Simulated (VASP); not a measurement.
Wanted: the native input for a VASP 6.6.1 run.

```yaml
Task: single point
Functional: PBEsol
Potentials_or_basis: VASP PAW PBE potentials, release 64 (B, P)
Cutoff: 520 eV
k_mesh: 8 × 8 × 6
Occupations: gaussian, width 0.02 eV
Spin: no spin polarisation
Dipole_correction: no
Further_INCAR_settings: ALGO = Normal; EDIFF = 1e-06; NBANDS = 16
```

The structure of BP lies in POSCAR:

```
BP
1.0
    2.2431500008      2.2431500008      0.0000000000
   -2.2431500008      2.2431500008      0.0000000000
    0.0000000000      0.0000000000      4.6558075583
B P
2 2
Direct
    0.0000000000      0.0000000000      0.0000000000
    0.5000000000      0.5000000000      0.5000000000
    0.5000000000      0.0000000000      0.7500000000
    0.0000000000      0.5000000000      0.2500000000
```

This cell differs from its parent crystal: uniaxial strain along c: +3.0 %.

The input as run:

INCAR

```
PREC = Accurate
ENCUT = 520
EDIFF = 1E-6
ISMEAR = 0
SIGMA = 0.02
LREAL = False
LASPH = True
NELM = 80
ALGO = Normal
ISIF = 2
LWAVE = False
LCHARG = False
GGA = PS
NBANDS = 16
```

KPOINTS

```
Automatic mesh
0
Gamma
  8 8 6
```

Potentials or basis: VASP PAW PBE potentials, release 64 (B, P).

Run with:

```bash
$ cat potpaw_PBE.64/B/POTCAR potpaw_PBE.64/P/POTCAR > POTCAR
$ mpirun -np 1 vasp_std > vasp.out
```

It gave:

| Quantity | Value |
| --- | --- |
| Pressure | -2.3 GPa |
| Band gap on the k mesh | 0.89 eV |

Caveat: the cell differs from its parent crystal (uniaxial strain along c: +3.0 %); the PAW data sets were made with another functional, which shifts forces and pressure a little.

Wall time 53 s on 1 thread of AMD EPYC 7R13 (shared host), peak memory 0.14 GiB.
